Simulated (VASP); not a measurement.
A run of VASP 6.6.1 is set up as follows.

The input INCAR:

```
SYSTEM = Ta6S
  PREC = Accurate
  ENCUT = 520
  EDIFF = 1E-7
  ISMEAR = 0
  SIGMA = 0.1
  LREAL = .FALSE.
  LASPH = .TRUE.
  NELM = 80
  ALGO = Normal
  ISIF = 2
  LWAVE = .FALSE.
  LCHARG = .FALSE.
  LDIPOL = .TRUE.
  IDIPOL = 3
  DIPOL = 0.5 0.5 0.340
  GGA = CA
  IBRION = 2
  NSW = 36
  EDIFFG = -0.025
```

The input KPOINTS:

```
Automatic mesh
0
G
  6 6 1
  0 0 0
```

The input POSCAR:

```
Ta6S
1.0
    4.6002247492      0.0000000000      0.0000000000
   -2.3001123746      3.9839114959      0.0000000000
    0.0000000000      0.0000000000     19.9017722044
Ta S
6 1
Selective dynamics
Direct
    0.6666666667      0.3333333333      0.2009871261  F F F
    0.3333333333      0.6666666667      0.2481697054  F F F
    0.0000000000      0.0000000000      0.2953522847  F F F
    0.6666666667      0.3333333333      0.3395777425  F F F
    0.3333333333      0.6666666667      0.3810648003  F F F
    0.0000000000      0.0000000000      0.4221620124  F F F
    0.3333333333      0.6666666667      0.4954601947  F F T
```

Potentials or basis: VASP PAW LDA potentials, release 64 (Ta_pv, S).

Launch:

```bash
$ cat potpaw_LDA.64/Ta_pv/POTCAR potpaw_LDA.64/S/POTCAR > POTCAR
$ mpirun -np 1 vasp_std > vasp.out
```

**Question.** What does it give for the band gap on the k mesh?

**Answer.** Zero (bands 36 and 37 overlap by 0.19 eV).

Final structure:
```
CELL_PARAMETERS angstrom
4.60022 0.00000 0.00000
-2.30011 3.98391 0.00000
0.00000 0.00000 19.90177
ATOMIC_POSITIONS crystal
Ta 0.66667 0.33333 0.20099
Ta 0.33333 0.66667 0.24817
Ta 0.00000 0.00000 0.29535
Ta 0.66667 0.33333 0.33958
Ta 0.33333 0.66667 0.38106
Ta 0.00000 0.00000 0.42216
S 0.33333 0.66667 0.49546
```

Caveat: the relaxation stopped at its first step, so nothing moved; spin-orbit coupling is left out, which moves the levels of the heavy elements.
